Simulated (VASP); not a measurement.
# SnTe (Fm-3m) in VASP: a series of runs

The runs below take SnTe through single point, with PBE.

All numbers are computed with VASP 6.6.1; they aren't measurements. Logs are shortened: lines on timing, memory, paths and dates and some standing lists are left out, and cuts for length are marked.

**1. The cell of the first run**

Symmetry: Fm-3m, No. 225, cubic system. Conventional cell: a = 6.356 Å, b = 6.356 Å, c = 6.356 Å, α = 90.00°, β = 90.00°, γ = 90.00°. Sn (site symmetry m-3m) has 6 Te at 3.18 Å within 4.2 Å. Within 4.2 Å of Te (site symmetry m-3m) lie 6 Sn at 3.18 Å.

**2. Single point, PBE**

INCAR reads:

```
SYSTEM = SnTe
PREC = Accurate
ENCUT = 520
EDIFF = 1E-7
ISMEAR = 0
SIGMA = 0.05
LREAL = .FALSE.
LASPH = .TRUE.
NELM = 80
ALGO = Normal
ISIF = 2
LWAVE = .FALSE.
LCHARG = .FALSE.
GGA = PE
NBANDS = 17
```

KPOINTS reads:

```
Automatic mesh
0
G
  10 10 10
  0 0 0
```

POSCAR reads:

```
SnTe
1.0
    0.0000000000      3.1778388249      3.1778388249
    3.1778388249      0.0000000000      3.1778388249
    3.1778388249      3.1778388249      0.0000000000
Sn Te
1 1
Direct
    0.5000000000      0.5000000000      0.5000000000
    0.0000000000      0.0000000000      0.0000000000
```

Potentials or basis: VASP PAW PBE potentials, release 64 (Sn_d, Te).

Command:

```
$ cat potpaw_PBE.64/Sn_d/POTCAR potpaw_PBE.64/Te/POTCAR > POTCAR
$ mpirun -np 1 vasp_std > vasp.out
```

OUTCAR:

```text
SYSTEM = SnTe
   PREC = Accurate
   ENCUT = 520
   EDIFF = 1E-7
   ISMEAR = 0
   LREAL = .FALSE.
   LASPH = .TRUE.
   NELM = 80
   ISIF = 2
   GGA = PE

 ion  position               nearest neighbor table
   1  0.500  0.500  0.500-   2 3.18   2 3.18   2 3.18   2 3.18   2 3.18   2 3.18
   2  0.000  0.000  0.000-   1 3.18   1 3.18   1 3.18   1 3.18   1 3.18   1 3.18

  LATTYP: Found a face centered cubic cell.
 ALAT       =     6.3556776498

  Lattice vectors:

 A1 = (   0.0000000000,   3.1778388249,   3.1778388249)
 A2 = (   3.1778388249,   0.0000000000,   3.1778388249)
 A3 = (   3.1778388249,   3.1778388249,   0.0000000000)

Analysis of symmetry for initial positions (statically):
=====================================================================
 Subroutine PRICEL returns:
 Original cell was already a primitive cell.

 Routine SETGRP: Setting up the symmetry group for a
 face centered cubic supercell.

 Subroutine GETGRP returns: Found 48 space group operations
 (whereof 48 operations were pure point group operations)
 out of a pool of 48 trial point group operations.

The static configuration has the point symmetry O_h .

Analysis of symmetry for dynamics (positions and initial velocities):
=====================================================================
 Subroutine PRICEL returns:
 Original cell was already a primitive cell.

 Routine SETGRP: Setting up the symmetry group for a
 face centered cubic supercell.

 Subroutine GETGRP returns: Found 48 space group operations
 (whereof 48 operations were pure point group operations)
 out of a pool of 48 trial point group operations.

The dynamic configuration has the point symmetry O_h .

 Subroutine INISYM returns: Found 48 space group operations
 (whereof 48 operations are pure point group operations),
 and found     1 'primitive' translations

----------------------------------------------------------------------------------------

                                     Primitive cell

  volume of cell :      64.1838

  direct lattice vectors                    reciprocal lattice vectors
     0.000000000  3.177838825  3.177838825    -0.157339635  0.157339635  0.157339635
     3.177838825  0.000000000  3.177838825     0.157339635 -0.157339635  0.157339635
     3.177838825  3.177838825  0.000000000     0.157339635  0.157339635 -0.157339635

  length of vectors
     4.494142765  4.494142765  4.494142765     0.272520241  0.272520241  0.272520241

  position of ions in fractional coordinates (direct lattice)
     0.500000000  0.500000000  0.500000000
     0.000000000  0.000000000  0.000000000

  ion indices of the primitive-cell ions
   primitive index   ion index
                 1           1
                 2           2

----------------------------------------------------------------------------------------

 KPOINTS: Automatic mesh

Automatic generation of k-mesh.
 Grid dimensions read from file:
 generate k-points for:   10   10   10

 Generating k-lattice:

  Cartesian coordinates                     Fractional coordinates (reciprocal lattice)
    -0.015733963  0.015733963  0.015733963     0.100000000  0.000000000  0.000000000
     0.015733963 -0.015733963  0.015733963     0.000000000  0.100000000  0.000000000
     0.015733963  0.015733963 -0.015733963     0.000000000  0.000000000  0.100000000

  Length of vectors
     0.027252024  0.027252024  0.027252024

  Shift w.r.t. Gamma in fractional coordinates (k-lattice)
     0.000000000  0.000000000  0.000000000

 Subroutine IBZKPT returns following result:
 ===========================================

 Found     47 irreducible k-points:

 Following reciprocal coordinates:
            Coordinates               Weight
  0.000000  0.000000  0.000000      1.000000
  0.100000  0.000000  0.000000      8.000000
  0.200000  0.000000  0.000000      8.000000
  0.300000  0.000000  0.000000      8.000000
  0.400000  0.000000  0.000000      8.000000
  0.500000  0.000000  0.000000      4.000000
[... 16 lines left out ...]
  0.300000  0.300000  0.000000      6.000000
  0.400000  0.300000  0.000000     24.000000
 [... further k-points ...]
   k-points           NKPTS =     47   k-points in BZ     NKDIM =     47   number of bands    NBANDS=     17
   number of dos      NEDOS =    301   number of ions     NIONS =      2
   total plane-waves  NPLWV =  46656
   dimension x,y,z NGX =    36 NGY =   36 NGZ =   36
   dimension x,y,z NGXF=    72 NGYF=   72 NGZF=   72
   ions per type =               1   1
   NGX,Y,Z   is equivalent  to a cutoff of  13.32, 13.32, 13.32 a.u.
   NGXF,Y,Z  is equivalent  to a cutoff of  26.63, 26.63, 26.63 a.u.
 SYSTEM =  SnTe
   PREC   = accura    normal or accurate (medium, high low for compatibility)
   ISTART =      0    job   : 0-new  1-cont  2-samecut
   ICHARG =      2    charge: 1-file 2-atom 10-const
   ISPIN  =      1    spin polarized calculation?
   LNONCOLLINEAR =      F non collinear calculations
   LSORBIT =      F    spin-orbit coupling
   LASPH  =      T    aspherical Exc in radial PAW
   ENCUT  =  520.0 eV  38.22 Ry    6.18 a.u.   8.36  8.36  8.36*2*pi/ulx,y,z
   NELM   =     80;   NELMIN=  2; NELMDL= -5     # of ELM steps
   EDIFF  = 0.1E-06   stopping-criterion for ELM
   LREAL  =      F    real-space projection
   EDIFFG = 0.1E-05   stopping-criterion for IOM
   NSW    =      0    number of steps for IOM
   IBRION =     -1    ionic relax: 0-MD 1-quasi-New 2-CG
   NFREE  =      0    steps in history (QN), initial steepest desc. (CG)
   ISIF   =      2    stress and relaxation
   ISYM   =      2    0-nonsym 1-usesym 2-fastsym
   POTIM  = 0.5000    time-step for ionic-motion
   TEBEG  =    0.0;   TEEND  =   0.0 temperature during run
   PSTRESS=    0.0 pullay stress
   NELECT =      20.0000    total number of electrons
   NUPDOWN=      -1.0000    fix difference up-down
   EMIN   =  10.00;   EMAX   =-10.00  energy-range for DOS
   EFERMI =   0.00;   METHOD = LEGACY
   ISMEAR =     0;   SIGMA  =   0.05  broadening in eV -4-tet -1-fermi 0-gaus
   EFERMI_NEDOS =   21; number of points for ismear=-14 and -15
   IALGO  =     38    algorithm
   IMIX   =      4    mixing-type and parameters
     AMIX     =   0.40;   BMIX     =  1.00
     AMIX_MAG =   1.60;   BMIX_MAG =  1.00
  volume/ion in A,a.u.               =      32.09       216.57
  Fermi-wavevector in a.u.,A,eV,Ry     =   1.109881  2.097370 16.760135  1.231835
  Thomas-Fermi vector in A             =   2.246426
   LORBIT       =      0    0 simple, 1 ext, 2 COOP (PROOUT), +10 PAW based schemes
   GGA     = PE    functional components
   LHFCALC =     F    Hartree Fock is set to
   AEXX    =    0.0000 exact exchange contribution
   IVDW    =     0    specifies the selected vdW correction
   LEPSILON=     F    determine dielectric tensor
   LRPA    =     F    only Hartree local field effects (RPA)
 non-spin polarized calculation
 Gauss-broadening in eV      SIGMA  =   0.05
  energy-cutoff  :      520.00
  volume of cell :       64.18
 maximum number of plane-waves:      1759
 NGX is ok and might be reduce to    36
   NGX = 17   NGY = 17   NGZ = 17

 number of electron      20.0000001 magnetization

 Free energy of the ion-electron system (eV)
  ---------------------------------------------------
  ext. energy  EPLUGINS =         0.00000000
  ---------------------------------------------------
  free energy    TOTEN  =        -7.55949981 eV

  energy without entropy =       -7.55928333  energy(sigma->0) =       -7.55939157

 E-fermi :   6.6800     XC(G=0):  -9.3794

 val. band max:        6.6698299190   @ k =   0.5000   0.0000   0.0000
 cond. band min:       6.6902233925   @ k =   0.5000   0.0000   0.0000
 fundamental gap:      0.0203934735
 Fermi energy:         6.6800266556

 k-point     1 :       0.0000    0.0000    0.0000
  band No.  band energies     occupation
      1     -15.2534      2.00000
      2     -15.2534      2.00000
      3     -15.2491      2.00000
      4     -15.2491      2.00000
      5     -15.2491      2.00000
      6      -5.9752      2.00000
[... 9 lines left out ...]
     16      11.4378      0.00000
     17      13.4768      0.00000

 k-point     2 :       0.1000    0.0000    0.0000
  band No.  band energies     occupation
      1     -15.2537      2.00000
      2     -15.2537      2.00000
      3     -15.2489      2.00000
      4     -15.2486      2.00000
      5     -15.2486      2.00000
      6      -5.8939      2.00000
[... 9 lines left out ...]
     16      11.6421      0.00000
     17      14.1040      0.00000

 k-point     3 :       0.2000    0.0000    0.0000
  band No.  band energies     occupation
      1     -15.2548      2.00000
      2     -15.2548      2.00000
      3     -15.2485      2.00000
      4     -15.2471      2.00000
      5     -15.2471      2.00000
      6      -5.6592      2.00000
[... 9 lines left out ...]
     16      12.2125      0.00000
     17      15.5104      0.00000

 k-point     4 :       0.3000    0.0000    0.0000
  band No.  band energies     occupation
      1     -15.2563      2.00000
      2     -15.2563      2.00000
      3     -15.2481      2.00000
      4     -15.2450      2.00000
      5     -15.2450      2.00000
      6      -5.3077      2.00000
[... 9 lines left out ...]
     16      13.1116      0.00000
     17      17.2209      0.00000
[... 343 lines left out ...]
      1     -15.2567      2.00000
      2     -15.2562      2.00000
      3     -15.2476      2.00000
      4     -15.2456      2.00000
      5     -15.2443      2.00000
      6      -5.1949      2.00000
[... 9 lines left out ...]
     16      14.6761      0.00000
     17      15.1033      0.00000

 k-point    23 :       0.3000    0.3000    0.0000
  band No.  band energies     occupation
      1     -15.2627      2.00000
      2     -15.2513      2.00000
      3     -15.2506      2.00000
      4     -15.2428      2.00000
      5     -15.2428      2.00000
      6      -5.1097      2.00000
[... 9 lines left out ...]
     16      15.1735      0.00000
     17      15.1737      0.00000

 k-point    24 :       0.4000    0.3000    0.0000
  band No.  band energies     occupation
      1     -15.2644      2.00000
      2     -15.2512      2.00000
      3     -15.2507      2.00000
      4     -15.2418      2.00000
      5     -15.2414      2.00000
      6      -4.8442      2.00000
[... 9 lines left out ...]
     16      15.8041      0.00000
     17      16.2271      0.00000

 [... further k-points ...]

------------------------ aborting loop because EDIFF is reached ----------------------------------------

  FORCE on cell =-STRESS in cart. coord.  units (eV):
  Direction    XX          YY          ZZ          XY          YZ          ZX
  --------------------------------------------------------------------------------------
  -------------------------------------------------------------------------------------
  Total        0.4239439      0.4239439      0.4239439      0.0000000      0.0000000      0.0000000
  in kB       10.5826252     10.5826252     10.5826252      0.0000000      0.0000000      0.0000000
  external PRESSURE =      10.5826252 kB  Pullay stress =       0.0000000 kB

 VOLUME and BASIS-vectors are now :
 -----------------------------------------------------------------------------
  energy-cutoff  :      520.00
  volume of cell :       64.18
      direct lattice vectors                 reciprocal lattice vectors
     0.000000000  3.177838825  3.177838825    -0.157339635  0.157339635  0.157339635
     3.177838825  0.000000000  3.177838825     0.157339635 -0.157339635  0.157339635
     3.177838825  3.177838825  0.000000000     0.157339635  0.157339635 -0.157339635

 POSITION                                       TOTAL-FORCE (eV/Angst)
 -----------------------------------------------------------------------------------
      3.17784      3.17784      3.17784        -0.000000      0.000000     -0.000000
      0.00000      0.00000      0.00000         0.000000     -0.000000      0.000000
 -----------------------------------------------------------------------------------
    total drift:                                0.000000      0.000000      0.000000

  FREE ENERGIE OF THE ION-ELECTRON SYSTEM (eV)
  ---------------------------------------------------
  free  energy   TOTEN  =        -7.5594998126 eV

  energy  without entropy=       -7.5592833300  energy(sigma->0) =       -7.55939157
```

Run time: 44 s. Hardware: 1 thread of Intel Xeon Platinum 8488C (Sapphire Rapids), shared host; peak memory 0.23 GiB.

Results:

```yaml
Free_energy: -7.5595 eV
Pressure: 1.1 GPa
Band_gap_on_the_k_mesh: 0.02 eV, direct
```

Levels at points of the mesh, in eV from the valence-band top:
```
           k point  band 7  band 8  band 9  band 10  band 11  band 12  band 13  band 14
(0.00, 0.00, 0.00)   -4.81   -2.10   -2.10    -2.10     3.27     3.27     3.27     4.77
(0.50, 0.00, 0.00)   -8.23   -1.77   -1.77     0.00     0.02     0.38     0.38     7.69
(0.50, 0.50, 0.00)   -6.48   -5.43   -3.65    -3.65     2.25     4.77     4.77     6.17
```

Caveat: spin-orbit coupling is left out, which moves the levels of the heavy elements.

**3. Single point, PBE (volume scaled by 0.980)**

INCAR reads:

```
PREC     = Accurate       # precision mode
ENCUT    = 520            # plane-wave cutoff, eV
EDIFF    = 1E-6           # SCF threshold, eV
ISMEAR   = 0              # smearing method
SIGMA    = 0.05           # smearing width, eV
LREAL    = F              # projectors in reciprocal space
LASPH    = T              # aspherical terms in the spheres
NELM     = 60             # most SCF steps
ALGO     = Normal         # electronic algorithm
ISIF     = 2              # what is computed and relaxed
LWAVE    = F              # write WAVECAR
LCHARG   = F              # write CHGCAR
GGA      = PE             # functional
NBANDS   = 17             # bands
```

KPOINTS reads:

```
regular mesh
0
Gamma
  10 10 10
```

POSCAR reads:

```
SnTe
1.0
    0.0000000000      3.1836297870      3.1836297870
    3.1836297870      0.0000000000      3.1836297870
    3.1836297870      3.1836297870      0.0000000000
Sn Te
1 1
Direct
    0.5000000000      0.5000000000      0.5000000000
    0.0000000000      0.0000000000      0.0000000000
```

Potentials or basis: VASP PAW PBE potentials, release 64 (Sn_d, Te).

Command:

```
$ cat potpaw_PBE.64/Sn_d/POTCAR potpaw_PBE.64/Te/POTCAR > POTCAR
$ mpirun -np 1 vasp_std > vasp.out
```

Run time: 39 s. Hardware: 1 thread of Intel Xeon Platinum 8488C (Sapphire Rapids), shared host; peak memory 0.23 GiB.

The run converged. Its results:

```
Free energy : -7.5616 eV
Pressure    : 0.8 GPa
```

Levels at points of the mesh, in eV from the Fermi level:
```csv
k point,band 8,band 9,band 10,band 11,band 12,band 13
"(0.00, 0.00, 0.00)",-2.10,-2.10,-2.10,3.25,3.25,3.25
"(0.50, 0.00, 0.00)",-1.77,-1.77,0.00,0.00,0.38,0.38
"(0.50, 0.50, 0.00)",-5.39,-3.63,-3.63,2.26,4.74,4.74
```

Caveat: spin-orbit coupling is left out, which moves the levels of the heavy elements.
